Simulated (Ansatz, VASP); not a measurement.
## Ti in VASP and in Ansatz

```
Ti
1.0
     2.93587    0.00000    0.00000
    -1.46793    2.54254    0.00000
     0.00000    0.00000    4.64176
Ti
2
Direct
  0.33333 0.66667 0.25000
  0.66667 0.33333 0.75000
```

Alike in both runs: functional r2SCAN; k mesh 12 × 12 × 8; occupations fermi-dirac, width 0.1 eV; no spin polarisation.

Ansatz relaxed the structure, and its values are those at the end. VASP's run is a single point on that final structure, the one shown.

|  | VASP | Ansatz |
| --- | --- | --- |
| version | VASP 6.6.1 | Ansatz 0.2.0 |
| potentials or method | VASP PAW PBE potentials, release 64 (Ti_sv) | PAW with Ansatz's default frozen-core files, scalar-relativistic |
| plane-wave cutoff (eV) | 520 | 500 |
| valence electrons in the cell | 24 | 24 |

VASP gave:

- pressure (GPa): 0.4

Q: Which values does Ansatz return?

A: Pressure (GPa): 0.0.

VASP's potentials were made for PBE, not for r2SCAN. The functional is the same, so the differences come from potentials, cutoffs and numerics.
